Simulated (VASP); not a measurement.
**Fe: single point with PBE**

Fe:

```
Fe
1.0
     2.38269    0.00000    0.00000
    -1.19135    2.06347    0.00000
     0.00000    0.00000    3.77525
Fe
2
Direct
  0.33333 0.66667 0.25000
  0.66667 0.33333 0.75000
```

This cell differs from its parent crystal: volume scaled by 0.91, then relaxed in part.

```yaml
Program: VASP 6.6.1
Task: single point
Functional: PBE
Potentials_or_basis: VASP PAW PBE potentials, release 64 (Fe)
Cutoff: 520 eV
k_mesh: 21 × 21 × 12
Occupations: gaussian, width 0.1 eV
Spin: no spin polarisation
```

| Item | Value |
| --- | --- |
| Pressure | 32.9 GPa |
| Band gap on the k mesh | zero (band 8 reaches 9.06 eV, above the bottom of band 9 at 6.91 eV) |

Stress tensor (GPa, compression positive):
```
33.00  0.00  0.00
 0.00 33.00  0.00
 0.00  0.00 32.79
```

Levels at points of the mesh, in eV from the Fermi level:
```
           k point  band 5  band 6  band 7  band 8  band 9  band 10  band 11  band 12
(0.00, 0.00, 0.00)   -1.76   -1.36   -1.36   -0.95   -0.95     0.57     0.81     0.81
(0.00, 0.00, 0.50)   -2.02   -2.02   -2.02   -2.02    0.37     0.37     0.37     0.37
```

Run time: 41 s on 1 thread of Intel(R) Xeon(R) 6975P-C (Granite Rapids), with other jobs on the host, peak memory 0.19 GiB.

Caveat: the run has no spin polarisation, though such a crystal can be magnetic. Spin polarisation is off, so any magnetic state and its effect on volume and gap are missing.
